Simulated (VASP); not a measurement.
# AlOs (Pm-3m) in VASP: further runs

Runs on AlOs. Level: LDA. Tasks: vibrations by perturbation theory, elastic constants.

All numbers are computed with VASP 6.6.1; they aren't measurements. Logs are shortened: lines on timing, memory, paths and dates and some standing lists are left out, and cuts for length are marked.

## 1. The cell of the first run

Symmetry: Pm-3m, No. 221, cubic system. The conventional cell has a = 2.974 Å, b = 2.974 Å, c = 2.974 Å, α = 90.00°, β = 90.00°, γ = 90.00°. Within 3.4 Å of Al (site symmetry m-3m) lie 8 Os at 2.58 Å and 6 Al at 2.97 Å. Within 3.4 Å of Os (site symmetry m-3m) lie 8 Al at 2.58 Å and 6 Os at 2.97 Å.

## 2. Vibrations by perturbation theory, LDA

Contents of INCAR:

```
SYSTEM = AlOs
PREC = Accurate
ENCUT = 520
EDIFF = 1E-8
ISMEAR = -1
SIGMA = 0.15
LREAL = .False.
LASPH = .True.
NELM = 100
ALGO = Fast
ISIF = 2
LWAVE = .False.
LCHARG = .False.
GGA = CA
NBANDS = 12
IBRION = 8
NSW = 1
```

Contents of KPOINTS:

```
regular mesh
0
Gamma
  14 14 14
  0 0 0
```

Contents of POSCAR:

```
AlOs
1.0
    2.9742249820      0.0000000000      0.0000000000
    0.0000000000      2.9742249820      0.0000000000
    0.0000000000      0.0000000000      2.9742249820
Al Os
1 1
Direct
    0.0000000000      0.0000000000      0.0000000000
    0.5000000000      0.5000000000      0.5000000000
```

Potentials or basis: VASP PAW LDA potentials, release 64 (Al, Os).

Started as:

```
cat potpaw_LDA.64/Al/POTCAR potpaw_LDA.64/Os/POTCAR > POTCAR
mpirun -np 1 vasp_std > vasp.out
```

OUTCAR:

```text
SYSTEM = AlOs
   PREC = Accurate
   ENCUT = 520
   EDIFF = 1E-8
   ISMEAR = -1
   LREAL = .False.
   LASPH = .True.
   NELM = 100
   ISIF = 2
   GGA = CA
   IBRION = 8
   NSW = 1

 ion  position               nearest neighbor table
   1  0.000  0.000  0.000-   2 2.58   2 2.58   2 2.58   2 2.58   2 2.58   2 2.58   2 2.58   2 2.58

   2  0.500  0.500  0.500-   1 2.58   1 2.58   1 2.58   1 2.58   1 2.58   1 2.58   1 2.58   1 2.58

  LATTYP: Found a simple cubic cell.
 ALAT       =     2.9742249820

  Lattice vectors:

 A1 = (   2.9742249820,   0.0000000000,   0.0000000000)
 A2 = (   0.0000000000,   2.9742249820,   0.0000000000)
 A3 = (   0.0000000000,   0.0000000000,   2.9742249820)

Analysis of symmetry for initial positions (statically):
=====================================================================
 Subroutine PRICEL returns:
 Original cell was already a primitive cell.

 Routine SETGRP: Setting up the symmetry group for a
 simple cubic supercell.

 Subroutine GETGRP returns: Found 48 space group operations
 (whereof 48 operations were pure point group operations)
 out of a pool of 48 trial point group operations.

The static configuration has the point symmetry O_h .

Analysis of symmetry for dynamics (positions and initial velocities):
=====================================================================
 Subroutine PRICEL returns:
 Original cell was already a primitive cell.

 Routine SETGRP: Setting up the symmetry group for a
 simple cubic supercell.

 Subroutine GETGRP returns: Found 48 space group operations
 (whereof 48 operations were pure point group operations)
 out of a pool of 48 trial point group operations.

The dynamic configuration has the point symmetry O_h .

 Subroutine INISYM returns: Found 48 space group operations
 (whereof 48 operations are pure point group operations),
 and found     1 'primitive' translations

----------------------------------------------------------------------------------------

                                     Primitive cell

  volume of cell :      26.3100

[... 519 lines left out ...]
 -----------------------------------------------------------------------------
  energy-cutoff  :      520.00
  volume of cell :       26.31
      direct lattice vectors                 reciprocal lattice vectors
     2.974224982  0.000000000  0.000000000     0.336222043  0.000000000  0.000000000
     0.000000000  2.974224982  0.000000000     0.000000000  0.336222043  0.000000000
     0.000000000  0.000000000  2.974224982     0.000000000  0.000000000  0.336222043

 POSITION                                       TOTAL-FORCE (eV/Angst)
 -----------------------------------------------------------------------------------
      0.00000      0.00000      0.00000         0.000000      0.000000      0.000000
      1.48711      1.48711      1.48711         0.000000      0.000000      0.000000
 -----------------------------------------------------------------------------------
    total drift:                                0.000000     -0.000000     -0.000000

  FREE ENERGIE OF THE ION-ELECTRON SYSTEM (eV)
  ---------------------------------------------------
  free  energy   TOTEN  =       -17.7087462027 eV

  energy  without entropy=      -17.6155953102  energy(sigma->0) =      -17.66217076

[... ionic steps 2 to 3 ...]

--------------------------------------- Ionic step        4  -------------------------------------------

------------------------ aborting loop because EDIFF is reached ----------------------------------------

[... ionic steps 5 to 6 ...]

--------------------------------------- Ionic step        7  -------------------------------------------

 Free energy of the ion-electron system (eV)
  ---------------------------------------------------
  ---------------------------------------------------
  free energy    TOTEN  =        -0.21650630 eV

  energy without entropy =       -0.21650631

------------------------ aborting loop because EDIFF is reached ----------------------------------------

 INTERNAL STRAIN TENSOR  FOR ION    2  DIRECTION 1   (eV/Angst):
 -----------------------------------------------------------------------------
     0.02127  0.00000 -0.00000
     0.00000  0.00748 -0.00000
     0.00000 -0.00000  0.00748

 INTERNAL STRAIN TENSOR FOR ION    2 for displacements in x,y,z  (eV/Angst):
          X           Y           Z          XY          YZ          ZX
  --------------------------------------------------------------------------------
  x     0.00000     0.00000     0.00000     0.00000     0.00000     0.00000
  y     0.00000     0.00000     0.00000     0.00000     0.00000     0.00000
  z     0.00000     0.00000     0.00000     0.00000     0.00000     0.00000

 SECOND DERIVATIVES (NOT SYMMETRIZED)
 ------------------------------------
               1X          1Y          1Z          2X          2Y          2Z
  1X    -9.483514   -0.000000    0.000000    9.483514    0.000000   -0.000000
  1Y    -0.000000   -9.483514    0.000000    0.000000    9.483514   -0.000000
  1Z     0.000000   -0.000000   -9.483514   -0.000000    0.000000    9.483514
  2X     9.490479    0.000000   -0.000000   -9.490479   -0.000000    0.000000
  2Y     0.000000    9.490479   -0.000000   -0.000000   -9.490479    0.000000
  2Z    -0.000000   -0.000000    9.490479    0.000000    0.000000   -9.490479

 Eigenvectors and eigenvalues of the dynamical matrix
 ----------------------------------------------------

   1 f  =    9.904483 THz    62.231705 2PiTHz  330.378007 cm-1    40.961634 meV
             X         Y         Z           dx          dy          dz
      0.000000  0.000000  0.000000     0.935782    0.000000    0.000000
      1.487112  1.487112  1.487112    -0.352580   -0.000000    0.000000
[... 21 lines left out ...]
   6 f/i=    0.001199 THz     0.007536 2PiTHz    0.040010 cm-1     0.004961 meV
             X         Y         Z           dx          dy          dz
      0.000000  0.000000  0.000000     0.341873   -0.078464   -0.035760
      1.487112  1.487112  1.487112     0.907365   -0.208250   -0.094911

--------------------------------------------------------------------------------------------------------

 ELASTIC MODULI CONTR FROM IONIC RELAXATION (kBar)
 Direction    XX          YY          ZZ          XY          YZ          ZX
 --------------------------------------------------------------------------------
 XX           0.0000      0.0000      0.0000      0.0000      0.0000      0.0000
 YY           0.0000      0.0000      0.0000      0.0000      0.0000      0.0000
 ZZ           0.0000      0.0000      0.0000      0.0000      0.0000      0.0000
 XY           0.0000      0.0000      0.0000      0.0000      0.0000      0.0000
 YZ           0.0000      0.0000      0.0000      0.0000      0.0000      0.0000
 ZX           0.0000      0.0000      0.0000      0.0000      0.0000      0.0000
 --------------------------------------------------------------------------------
```

stdout:

```text
POSCAR found type information on POSCAR AlOs
 POSCAR found :  2 types and       2 ions
 scaLAPACK will be used
 LDA part: xc-table for (Slater(with rela. corr.)+CA(PZ))
 , standard interpolation
 POSCAR, INCAR and KPOINTS ok, starting setup
 FFT: planning ... GRIDC
 FFT: planning ... GRID_SOFT
 FFT: planning ... GRID
 WAVECAR not read
 entering main loop
 Linear response reoptimize wavefunctions to high precision
 Linear response DOF=           2
 Linear response progress:
 first order change of Fermi-energy  -0.17228E-03
 force on displaced ion       1 direction 1 :  -9.484   0.000  -0.000
 Linear response progress:
 first order change of Fermi-energy   0.19791E-02
 force on displaced ion       2 direction 1 :  -9.490   0.000  -0.000
 Linear response finished
```

Run time: 4 min. Hardware: 1 thread of Oxide Virtual Turin-like, shared host; peak memory 0.32 GiB.

Results:

```
Highest phonon frequency at Γ, LO-TO splitting left out : 330 cm⁻¹
```

Phonon frequencies in cm⁻¹ (negative: imaginary):
```
              q point        frequencies
(0.000, 0.000, 0.000)  0 0 0 330 330 330
```

Caveat: spin-orbit coupling is left out, which moves the levels of the heavy elements.

## 3. Elastic constants, LDA

Contents of INCAR:

```
SYSTEM = AlOs
ALGO = Fast ; EDIFF = 1E-8
ENCUT = 600 ; IBRION = 6
ISIF = 3 ; ISMEAR = -1
LASPH = .True. ; LCHARG = .True.
LREAL = .False. ; LWAVE = .False.
NELM = 60 ; NFREE = 2
NSW = 1 ; POTIM = 0.015
PREC = Accurate ; SIGMA = 0.15
```

Contents of KPOINTS:

```
k-points
0
Gamma
  14 14 14
  0 0 0
```

POSCAR is that of step 2.

Potentials or basis: VASP PAW LDA potentials, release 64 (Al, Os).

Started as:

```
cat potpaw_LDA.64/Al/POTCAR potpaw_LDA.64/Os/POTCAR > POTCAR
mpirun -np 1 vasp_std > vasp.out
```

Wall time 27 min (1 thread of Oxide Virtual Turin-like, shared host); peak memory 0.51 GiB.

The run converged. Its results:

| Quantity | Value |
| --- | --- |
| Elastic constants C11, C12, C44 | 401, 202, 165 GPa |
| Voigt bulk modulus | 268 GPa |
| Highest phonon frequency at Γ, LO-TO splitting left out | 330 cm⁻¹ |

Phonon frequencies in cm⁻¹ (negative: imaginary):
| q point | frequencies |
| --- | --- |
| (0.000, 0.000, 0.000) | 0 0 0 330 330 330 |

Elastic tensor in Voigt notation (GPa, in the Cartesian axes of the cell as first typed):
```
401 202 202   0   0   0
202 401 202   0   0   0
202 202 401   0   0   0
  0   0   0 165   0   0
  0   0   0   0 165   0
  0   0   0   0   0 165
```

Clamped-ion elastic tensor (GPa):
```
401 202 202   0   0   0
202 401 202   0   0   0
202 202 401   0   0   0
  0   0   0 165   0   0
  0   0   0   0 165   0
  0   0   0   0   0 165
```

Caveat: spin-orbit coupling is left out, which moves the levels of the heavy elements.
